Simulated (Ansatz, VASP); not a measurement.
**Two plane-wave programs on ScGa3N2**

```
Sc Ga N
1.0
     3.19823    0.00000    0.00000
    -1.59912    2.76975    0.00000
     0.00000    0.00000   10.55882
Sc Ga N
1 3 2
Direct
  0.33333 0.66667 0.69623
  0.00000 0.00000 0.23542
  0.66667 0.33333 0.48547
  0.33333 0.66667 0.98084
  0.00000 0.00000 0.05099
  0.66667 0.33333 0.30105
```

Change from the starting cell: species swapped into the MnHg2Te3 type (P3m1, No. 156).

Alike in both runs: functional PBE; k mesh 4 × 4 × 2; occupations gaussian, width 0.15 eV; no spin polarisation.

Ansatz relaxed the structure, and its values are those at the end. VASP's run is a single point on that final structure, the one shown.

|  | VASP | Ansatz |
| --- | --- | --- |
| version | VASP 6.6.1 | Ansatz 0.2.0 |
| potentials or method | VASP PAW PBE potentials, release 64 (Sc_sv, Ga_d, N), cutoff 520 eV | scalar-relativistic, plane waves, PAW |
| valence electrons in the cell | 60 | 60 |

```tsv
	VASP	Ansatz	Ansatz less VASP
gap on the k mesh at the Fermi level (eV)	0.11	0.11	0.000
least direct gap on the mesh (eV)	0.38	0.38	-0.001
pressure (GPa)	0.1	0.0	-0.10
rms of the force components (eV/Å)	0.005	0.006	+0.0006
```

With one functional, cell and mesh, what is left measures potentials, basis and numerics.

The k mesh is coarse, so the values compare programs but aren't converged.
